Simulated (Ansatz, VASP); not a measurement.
# Au: VASP beside Ansatz

```
CELL_PARAMETERS angstrom
-1.65727 1.65727 1.65727
1.65727 -1.65727 1.65727
1.65727 1.65727 -1.65727
ATOMIC_POSITIONS crystal
Au 0.00000 0.00000 0.00000
```

Alike in both runs: functional LDA; k mesh 11 × 11 × 11; occupations fermi-dirac, width 0.05 eV; no spin polarisation.

|  | VASP | Ansatz |
| --- | --- | --- |
| version | VASP 6.6.1 | Ansatz 0.2.0 |
| potentials or method | VASP PAW LDA potentials, release 64 (Au), cutoff 520 eV | all-electron LAPW, scalar-relativistic |
| task | single point | band structure |

|  | VASP | Ansatz | Ansatz less VASP |
| --- | --- | --- | --- |
| gap on the k mesh at the Fermi level (eV) | none | none | - |
| pressure (GPa) | -12.7 | -13.1 | -0.37 |

LDA's correlation is that of Perdew and Zunger in VASP and of Perdew and Wang (1992) in Ansatz. A gap of «none» marks a metal or a gap that the smearing closes. Ansatz ran all-electron here, and VASP with PAW potentials.

Spin-orbit coupling is off throughout.
